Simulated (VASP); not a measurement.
Wanted: the native input for a VASP 6.6.1 run.

```yaml
Task: relaxation of cell and atoms
Functional: r2SCAN
Potentials_or_basis: VASP PAW PBE potentials, release 64 (Pb_d, O)
Cutoff: 600 eV
k_mesh: 8 × 8 × 8
Occupations: fermi-dirac, width 0.02 eV
Spin: no spin polarisation
Dipole_correction: no
Further_INCAR_settings: ALGO = Normal; EDIFF = 1e-06; IBRION = 2; EDIFFG = -0.005; NSW = 80; ISIF = 3
```

Crystal: PbO.

```
Pb O
1.0
     3.21483    0.00000    0.00000
     0.00000    3.21483    0.00000
     0.00000    0.00000    3.21483
Pb O
1 1
Direct
  0.00000 0.00000 0.00000
  0.50000 0.50000 0.50000
```

The input as run:

POSCAR

```
PbO
1.0
    3.2148279984      0.0000000000      0.0000000000
    0.0000000000      3.2148279984      0.0000000000
    0.0000000000      0.0000000000      3.2148279984
Pb O
1 1
Direct
    0.0000000000      0.0000000000      0.0000000000
    0.5000000000      0.5000000000      0.5000000000
```

INCAR.step1

```
SYSTEM = PbO
PREC = Accurate ; ENCUT = 600
ISMEAR = -1 ; SIGMA = 0.02
LREAL = .False. ; LASPH = .True.
NELM = 80 ; GGA = PE
ALGO = Normal ; EDIFF = 1E-4
LWAVE = .True. ; LCHARG = .False.
```

INCAR.step2

```
SYSTEM = PbO
PREC = Accurate ; ENCUT = 600
EDIFF = 1E-6 ; ISMEAR = -1
SIGMA = 0.02 ; LREAL = .False.
LASPH = .True. ; NELM = 80
ALGO = Normal ; ISIF = 3
LWAVE = .False. ; LCHARG = .False.
METAGGA = R2SCAN ; LMIXTAU = .True.
IBRION = 2 ; NSW = 80
EDIFFG = -0.005 ; ISTART = 1
```

KPOINTS

```
Automatic mesh
0
Gamma
  8 8 8
  0 0 0
```

Potentials or basis: VASP PAW PBE potentials, release 64 (Pb_d, O).

Launch:

```console
$ cat potpaw_PBE.64/Pb_d/POTCAR potpaw_PBE.64/O/POTCAR > POTCAR
$ cp INCAR.step1 INCAR
$ mpirun -np 1 vasp_std > vasp.out
$ cp INCAR.step2 INCAR
$ mpirun -np 1 vasp_std > vasp.out
```

Results of the run:

| Item | Value |
| --- | --- |
| Relaxed volume | 16.10 Å³/atom |
| Relaxed cell | a = 3.181 Å, b = 3.181 Å, c = 3.181 Å, α = 90.00°, β = 90.00°, γ = 90.00° |
| Space group after relaxing (to 0.05 Å) | Pm-3m (No. 221) |
| Energy gained by relaxing | 5.2 meV/atom |
| Ionic steps | 3 |
| Pressure after relaxing | 0.0 GPa |
| Band gap on the k mesh | 0.41 eV, indirect (least direct gap 0.46 eV) |

Caveat: the PAW data sets were made with another functional, which shifts forces and pressure a little; spin-orbit coupling is left out, which moves the levels of the heavy elements.

Wall time 2.7 min on 1 thread of Intel Xeon 6975P-C, with other jobs on the host, peak memory 0.19 GiB.
